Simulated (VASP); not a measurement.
# NbAs (I4_1md) in VASP: single point with PBE

Aim: the single point of NbAs with PBE.

Everything below comes from runs of VASP 6.6.1. Logs are shortened: lines on timing, memory, paths and dates and some standing lists are left out, and cuts for length are marked.

### Step 1. The cell of the first run

The structure is tetragonal, space group I4_1md (No. 109). The conventional cell has a = 3.473 Å, b = 3.473 Å, c = 11.749 Å, α = 90.00°, β = 90.00°, γ = 90.00°. Nb (site symmetry 2mm) has 6 As at 2.63 to 2.64 Å and 8 Nb at 3.41 to 3.47 Å within 3.5 Å. Within 3.5 Å of As (site symmetry 2mm) lie 6 Nb at 2.63 to 2.64 Å and 8 As at 3.41 to 3.47 Å.

### Step 2. Single point, PBE

Contents of INCAR:

```
SYSTEM = NbAs
PREC     = Accurate       ! precision mode
ENCUT    = 500            ! plane-wave cutoff, eV
EDIFF    = 1E-6           ! SCF threshold, eV
ISMEAR   = 0              ! smearing method
SIGMA    = 0.03           ! smearing width, eV
LREAL    = .False.        ! projectors in reciprocal space
LASPH    = .True.         ! aspherical terms in the spheres
NELM     = 120            ! most SCF steps
ALGO     = Normal         ! electronic algorithm
ISIF     = 2              ! what is computed and relaxed
LWAVE    = .False.        ! write WAVECAR
LCHARG   = .False.        ! write CHGCAR
GGA      = PE             ! functional
NBANDS   = 26             ! bands
GGA_COMPAT= .False.
```

Contents of KPOINTS:

```
Automatic mesh
0
Gamma
  24 24 24
  0 0 0
```

Contents of POSCAR:

```
NbAs
1.0
   -1.7367329435      1.7367329435      5.8745179499
    1.7367329435     -1.7367329435      5.8745179499
    1.7367329435      1.7367329435     -5.8745179499
Nb As
2 2
Direct
   -0.0011100759     -0.0011100759      0.0000000000
    0.7488899241      0.2488899241      0.5000000000
    0.4171100759      0.4171100759      0.0000000000
    0.1671100759      0.6671100759      0.5000000000
```

Potentials or basis: VASP PAW PBE potentials, release 64 (Nb_sv, As).

The run is started by

```
$ cat potpaw_PBE.64/Nb_sv/POTCAR potpaw_PBE.64/As/POTCAR > POTCAR
$ mpirun -np 1 vasp_std > vasp.out
```

OUTCAR:

```text
SYSTEM = NbAs
   PREC = Accurate
   ENCUT = 500
   EDIFF = 1E-6
   ISMEAR = 0
   LREAL = .False.
   LASPH = .True.
   NELM = 120
   ISIF = 2
   GGA = PE

 ion  position               nearest neighbor table
   1  0.999  0.999  0.000-   4 2.63   4 2.63   3 2.64   3 2.64   3 2.64   3 2.64
   2  0.749  0.249  0.500-   3 2.63   3 2.63   4 2.64   4 2.64   4 2.64   4 2.64
   3  0.417  0.417  0.000-   2 2.63   2 2.63   1 2.64   1 2.64   1 2.64   1 2.64
   4  0.167  0.667  0.500-   1 2.63   1 2.63   2 2.64   2 2.64   2 2.64   2 2.64

  LATTYP: Found a body centered tetragonal cell.
 ALAT       =     3.4734658870
 C/A-ratio  =     3.3825108068

  Lattice vectors:

 A1 = (  -1.7367329435,   1.7367329435,   5.8745179499)
 A2 = (   1.7367329435,  -1.7367329435,   5.8745179499)
 A3 = (   1.7367329435,   1.7367329435,  -5.8745179499)

Analysis of symmetry for initial positions (statically):
=====================================================================
 Subroutine PRICEL returns:
 Original cell was already a primitive cell.

 Routine SETGRP: Setting up the symmetry group for a
 body centered tetragonal supercell.

 Subroutine GETGRP returns: Found  8 space group operations
 (whereof  4 operations were pure point group operations)
 out of a pool of 16 trial point group operations.

The static configuration has the point symmetry C_2v.
 The point group associated with its full space group is C_4v.

Analysis of symmetry for dynamics (positions and initial velocities):
=====================================================================
 Subroutine PRICEL returns:
 Original cell was already a primitive cell.

 Routine SETGRP: Setting up the symmetry group for a
 body centered tetragonal supercell.

 Subroutine GETGRP returns: Found  8 space group operations
 (whereof  4 operations were pure point group operations)
 out of a pool of 16 trial point group operations.

The dynamic configuration has the point symmetry C_2v.
 The point group associated with its full space group is C_4v.

 Subroutine INISYM returns: Found  8 space group operations
 (whereof  4 operations are pure point group operations),
 and found     1 'primitive' translations

----------------------------------------------------------------------------------------

                                     Primitive cell

  volume of cell :      70.8759

  direct lattice vectors                    reciprocal lattice vectors
    -1.736732944  1.736732944  5.874517950     0.000000000  0.287896882  0.085113367
     1.736732944 -1.736732944  5.874517950     0.287896882  0.000000000  0.085113367
     1.736732944  1.736732944 -5.874517950     0.287896882  0.287896882  0.000000000

  length of vectors
     6.367294856  6.367294856  6.367294856     0.300214757  0.300214757  0.407147676

  position of ions in fractional coordinates (direct lattice)
     0.998889924  0.998889924  0.000000000
     0.748889924  0.248889924  0.500000000
     0.417110076  0.417110076  0.000000000
     0.167110076  0.667110076  0.500000000

  ion indices of the primitive-cell ions
   primitive index   ion index
                 1           1
                 2           2
                 3           3
                 4           4

----------------------------------------------------------------------------------------

 KPOINTS: Automatic mesh

Automatic generation of k-mesh.
 Grid dimensions read from file:
 generate k-points for:   24   24   24

 Generating k-lattice:

  Cartesian coordinates                     Fractional coordinates (reciprocal lattice)
     0.000000000  0.011995703  0.003546390     0.041666667  0.000000000  0.000000000
     0.011995703  0.000000000  0.003546390     0.000000000  0.041666667  0.000000000
     0.011995703  0.011995703  0.000000000     0.000000000  0.000000000  0.041666667

  Length of vectors
     0.012508948  0.012508948  0.016964486

  Shift w.r.t. Gamma in fractional coordinates (k-lattice)
     0.000000000  0.000000000  0.000000000

 Subroutine IBZKPT returns following result:
 ===========================================

 Found   1063 irreducible k-points:

 Following reciprocal coordinates:
            Coordinates               Weight
  0.000000  0.000000  0.000000      1.000000
  0.041667  0.000000  0.000000      8.000000
  0.083333 -0.000000  0.000000      8.000000
  0.125000  0.000000  0.000000      8.000000
  0.166667 -0.000000  0.000000      8.000000
  0.208333 -0.000000  0.000000      8.000000
[... 16 lines left out ...]
  0.416667  0.041667  0.000000     16.000000
  0.458333  0.041667  0.000000     16.000000
 [... further k-points ...]
   k-points           NKPTS =   1063   k-points in BZ     NKDIM =   1063   number of bands    NBANDS=     26
   number of dos      NEDOS =    301   number of ions     NIONS =      4
   total plane-waves  NPLWV = 110592
   dimension x,y,z NGX =    48 NGY =   48 NGZ =   48
   dimension x,y,z NGXF=    96 NGYF=   96 NGZF=   96
   ions per type =               2   2
   NGX,Y,Z   is equivalent  to a cutoff of  12.53, 12.53, 12.53 a.u.
   NGXF,Y,Z  is equivalent  to a cutoff of  25.06, 25.06, 25.06 a.u.
 SYSTEM =  NbAs
   PREC   = accura    normal or accurate (medium, high low for compatibility)
   ISTART =      0    job   : 0-new  1-cont  2-samecut
   ICHARG =      2    charge: 1-file 2-atom 10-const
   ISPIN  =      1    spin polarized calculation?
   LNONCOLLINEAR =      F non collinear calculations
   LSORBIT =      F    spin-orbit coupling
   LASPH  =      T    aspherical Exc in radial PAW
   ENCUT  =  500.0 eV  36.75 Ry    6.06 a.u.  11.61 11.61 11.61*2*pi/ulx,y,z
   NELM   =    120;   NELMIN=  2; NELMDL= -5     # of ELM steps
   EDIFF  = 0.1E-05   stopping-criterion for ELM
   LREAL  =      F    real-space projection
   EDIFFG = 0.1E-04   stopping-criterion for IOM
   NSW    =      0    number of steps for IOM
   IBRION =     -1    ionic relax: 0-MD 1-quasi-New 2-CG
   NFREE  =      0    steps in history (QN), initial steepest desc. (CG)
   ISIF   =      2    stress and relaxation
   ISYM   =      2    0-nonsym 1-usesym 2-fastsym
   POTIM  = 0.5000    time-step for ionic-motion
   TEBEG  =    0.0;   TEEND  =   0.0 temperature during run
   PSTRESS=    0.0 pullay stress
   NELECT =      36.0000    total number of electrons
   NUPDOWN=      -1.0000    fix difference up-down
   EMIN   =  10.00;   EMAX   =-10.00  energy-range for DOS
   EFERMI =   0.00;   METHOD = LEGACY
   ISMEAR =     0;   SIGMA  =   0.03  broadening in eV -4-tet -1-fermi 0-gaus
   EFERMI_NEDOS =   21; number of points for ismear=-14 and -15
   IALGO  =     38    algorithm
   IMIX   =      4    mixing-type and parameters
     AMIX     =   0.40;   BMIX     =  1.00
     AMIX_MAG =   1.60;   BMIX_MAG =  1.00
  volume/ion in A,a.u.               =      17.72       119.57
  Fermi-wavevector in a.u.,A,eV,Ry     =   1.306200  2.468359 23.213682  1.706158
  Thomas-Fermi vector in A             =   2.437018
   LORBIT       =      0    0 simple, 1 ext, 2 COOP (PROOUT), +10 PAW based schemes
   GGA     = PE    functional components
   LHFCALC =     F    Hartree Fock is set to
   AEXX    =    0.0000 exact exchange contribution
   IVDW    =     0    specifies the selected vdW correction
   LEPSILON=     F    determine dielectric tensor
   LRPA    =     F    only Hartree local field effects (RPA)
 non-spin polarized calculation
 Gauss-broadening in eV      SIGMA  =   0.03
  energy-cutoff  :      500.00
  volume of cell :       70.88
 maximum number of plane-waves:      1820
   NGX = 23   NGY = 23   NGZ = 23

 number of electron      35.9999999 magnetization

 Free energy of the ion-electron system (eV)
  ---------------------------------------------------
  ext. energy  EPLUGINS =         0.00000000
  ---------------------------------------------------
  free energy    TOTEN  =       -32.53422200 eV

  energy without entropy =      -32.53406215  energy(sigma->0) =      -32.53414208

 E-fermi :   9.4161     XC(G=0): -11.7594

 val. band max:        9.4151817393   @ k =  -0.0833  -0.4167   0.0833
 cond. band min:       9.4166285166   @ k =  -0.2083   0.2917   0.2083
 fundamental gap:      0.0014467773
 Fermi energy:         9.4161447561

 k-point     1 :       0.0000    0.0000    0.0000
  band No.  band energies     occupation
      1     -45.7566      2.00000
      2     -45.7306      2.00000
      3     -21.9484      2.00000
      4     -21.8586      2.00000
      5     -21.8586      2.00000
      6     -21.7129      2.00000
[... 18 lines left out ...]
     25      13.2241      0.00000
     26      13.2245      0.00000

 k-point     2 :       0.0417    0.0000    0.0000
  band No.  band energies     occupation
      1     -45.7563      2.00000
      2     -45.7305      2.00000
      3     -21.9473      2.00000
      4     -21.8618      2.00000
      5     -21.8583      2.00000
      6     -21.7161      2.00000
[... 18 lines left out ...]
     25      13.2793      0.00000
     26      13.2991      0.00000

 k-point     3 :       0.0833   -0.0000    0.0000
  band No.  band energies     occupation
      1     -45.7555      2.00000
      2     -45.7302      2.00000
      3     -21.9442      2.00000
      4     -21.8710      2.00000
      5     -21.8574      2.00000
      6     -21.7254      2.00000
[... 18 lines left out ...]
     25      13.3723      0.00000
     26      13.5088      0.00000

 k-point     4 :       0.1250    0.0000    0.0000
  band No.  band energies     occupation
      1     -45.7543      2.00000
      2     -45.7298      2.00000
      3     -21.9402      2.00000
      4     -21.8846      2.00000
      5     -21.8560      2.00000
      6     -21.7399      2.00000
[... 18 lines left out ...]
     25      13.4884      0.00000
     26      13.8159      0.00000
[... 496 lines left out ...]
      1     -45.7416      2.00000
      2     -45.7268      2.00000
      3     -22.0343      2.00000
      4     -21.8889      2.00000
      5     -21.8468      2.00000
      6     -21.8301      2.00000
[... 18 lines left out ...]
     25      13.8714      0.00000
     26      15.3158      0.00000

 k-point    23 :       0.4167    0.0417    0.0000
  band No.  band energies     occupation
      1     -45.7401      2.00000
      2     -45.7266      2.00000
      3     -22.0495      2.00000
      4     -21.8958      2.00000
      5     -21.8456      2.00000
      6     -21.8272      2.00000
[... 18 lines left out ...]
     25      14.0148      0.00000
     26      15.3458      0.00000

 k-point    24 :       0.4583    0.0417    0.0000
  band No.  band energies     occupation
      1     -45.7392      2.00000
      2     -45.7264      2.00000
      3     -22.0590      2.00000
      4     -21.9016      2.00000
      5     -21.8446      2.00000
      6     -21.8242      2.00000
[... 18 lines left out ...]
     25      14.1161      0.00000
     26      15.3599      0.00000

 [... further k-points ...]

------------------------ aborting loop because EDIFF is reached ----------------------------------------

  FORCE on cell =-STRESS in cart. coord.  units (eV):
  Direction    XX          YY          ZZ          XY          YZ          ZX
  --------------------------------------------------------------------------------------
  -------------------------------------------------------------------------------------
  Total        0.0017991      0.0017991     -0.0207645      0.0000000      0.0000000      0.0000000
  in kB        0.0406705      0.0406705     -0.4693890      0.0000000      0.0000000      0.0000000
  external PRESSURE =      -0.1293493 kB  Pullay stress =       0.0000000 kB

 VOLUME and BASIS-vectors are now :
 -----------------------------------------------------------------------------
  energy-cutoff  :      500.00
  volume of cell :       70.88
      direct lattice vectors                 reciprocal lattice vectors
    -1.736732944  1.736732944  5.874517950     0.000000000  0.287896882  0.085113367
     1.736732944 -1.736732944  5.874517950     0.287896882  0.000000000  0.085113367
     1.736732944  1.736732944 -5.874517950     0.287896882  0.287896882  0.000000000

 POSITION                                       TOTAL-FORCE (eV/Angst)
 -----------------------------------------------------------------------------------
      0.00000      0.00000     11.73599         0.000000     -0.000000     -0.000553
      0.00000      1.73673      2.92422        -0.000000      0.000000     -0.000553
      0.00000      0.00000      4.90064        -0.000000     -0.000000      0.000553
      1.73673      0.00000      1.96338         0.000000      0.000000      0.000553
 -----------------------------------------------------------------------------------
    total drift:                               -0.000000     -0.000000      0.000154

  FREE ENERGIE OF THE ION-ELECTRON SYSTEM (eV)
  ---------------------------------------------------
  free  energy   TOTEN  =       -32.5342220047 eV

  energy  without entropy=      -32.5340621465  energy(sigma->0) =      -32.53414208
```

It took 39 min on 1 thread of Intel Xeon 6975P-C (Granite Rapids), shared host; peak memory 1.6 GiB.

What came out:

- Free energy: -32.5342 eV
- Pressure: 0.0 GPa
- Band gap on the k mesh: zero (bands 18 and 19 overlap by 0.07 eV)

Levels at points of the mesh, in eV from the Fermi level:
| k point | band 15 | band 16 | band 17 | band 18 | band 19 | band 20 | band 21 | band 22 |
| --- | --- | --- | --- | --- | --- | --- | --- | --- |
| (0.00, 0.00, 0.00) | -2.01 | -1.65 | -1.36 | -1.36 | 0.67 | 1.23 | 2.38 | 2.90 |
| (0.50, 0.00, 0.00) | -2.22 | -1.79 | -1.36 | -0.08 | 0.05 | 1.16 | 2.07 | 2.22 |
| (0.50, 0.50, 0.00) | -2.77 | -2.77 | -0.60 | -0.60 | 2.35 | 2.35 | 2.60 | 2.60 |
| (0.50, 0.50, 0.50) | -2.45 | -2.45 | -0.55 | -0.55 | 0.94 | 0.94 | 1.89 | 1.89 |
